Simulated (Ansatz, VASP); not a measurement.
# One calculation of Ni, two programs

File INCAR:

```
SYSTEM = Ni
PREC = Accurate
ENCUT = 520
EDIFF = 1E-6
ISMEAR = -1
SIGMA = 0.05
LREAL = .False.
LASPH = .True.
NELM = 150
ALGO = Normal
ISIF = 2
LWAVE = .False.
LCHARG = .False.
ISPIN = 2
MAGMOM = 1
LORBIT = 11
LMAXMIX = 4
GGA = PE
NBANDS = 15
```

Contents of KPOINTS:

```
Automatic mesh
0
Gamma
  18 18 18
  0 0 0
```

The input POSCAR:

```
Ni
1.0
    0.0000000000      1.5468467906      1.5468467906
    1.5468467906      0.0000000000      1.5468467906
    1.5468467906      1.5468467906      0.0000000000
Ni
1
Direct
    0.0000000000      0.0000000000      0.0000000000
```

Input for Ansatz:

```yaml
crystal:
  lattice:
    - [0.0, 1.5468467906, 1.5468467906]
    - [1.5468467906, 0.0, 1.5468467906]
    - [1.5468467906, 1.5468467906, 0.0]
  atoms:
    - { symbol: Ni, position: [0.0, 0.0, 0.0], spin: 1.0 }
magnetization:
  spin_polarized: true
kpoints:
  mp_grid: { grid: [18, 18, 18] }
scf:
  occupations: { method: fermi_dirac, width: 0.05 }
hamiltonian:
  xc: pbe
  pseudopotentials: { kind: all_electron, lapw: { basis_error: 0.001 } }
output:
  forces: true
  stress: true
  eigenvalues: true
  populations: true
```

Change from the starting cell: volume scaled by 0.68, LAPW.

Alike in both runs: task single point; functional PBE; k mesh 18 × 18 × 18; occupations fermi-dirac, width 0.05 eV; collinear spin.

|  | VASP | Ansatz |
| --- | --- | --- |
| version | VASP 6.6.1 | Ansatz 0.2.0 |
| potentials or method | VASP PAW PBE potentials, release 64 (Ni), cutoff 520 eV | all-electron LAPW, scalar-relativistic |

```csv
,VASP,Ansatz,Ansatz less VASP
pressure (GPa),193.3,194.8,+1.54
net moment per atom (μB),0.54,0.55,+0.013
size of the moment on the site where the two differ most (μB),0.52,0.57,+0.049
```

Site moments also hang on the region over which each program counts them. Both programs put the cell under a high pressure, so it lies far from rest at this level. Ansatz ran all-electron here, and VASP with PAW potentials.

Noted on VASP's run: the cell as given lies far from equilibrium.
